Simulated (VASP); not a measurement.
Input of a VASP 6.6.1 run:

Contents of INCAR:

```
  PREC = Accurate
  ENCUT = 520
  EDIFF = 1E-6
  ISMEAR = -1
  SIGMA = 0.05
  LREAL = F
  LASPH = T
  NELM = 150
  ALGO = Fast
  ISIF = 2
  LWAVE = F
  LCHARG = F
  ISPIN = 2
  MAGMOM = 0.5
  LORBIT = 11
  LMAXMIX = 4
  LDAU = T
  LDAUTYPE = 2
  LDAUL = 2
  LDAUU = 7
  LDAUJ = 0
  LDAUPRINT = 1
  GGA = PS
  NBANDS = 16
```

The input KPOINTS:

```
regular mesh
0
Gamma
  11 11 11
```

Contents of POSCAR:

```
Ag
1.0
    0.0000000000      2.0427500000      2.0427500000
    2.0427500000      0.0000000000      2.0427500000
    2.0427500000      2.0427500000      0.0000000000
Ag
1
Direct
    0.0000000000      0.0000000000      0.0000000000
```

Potentials or basis: VASP PAW PBE potentials, release 64 (Ag).

Launch:

```console
$ cat potpaw_PBE.64/Ag/POTCAR > POTCAR
$ mpirun -np 1 vasp_std > vasp.out
```

(1) What does it give for the net moment?

(2) Estimate the pressure.

Answers

(1) 0.00 μB per cell.

(2) -4.7 GPa.

Caveat: the PAW data sets were made with another functional, which shifts forces and pressure a little; the U is typed as a test and isn't derived for this compound.
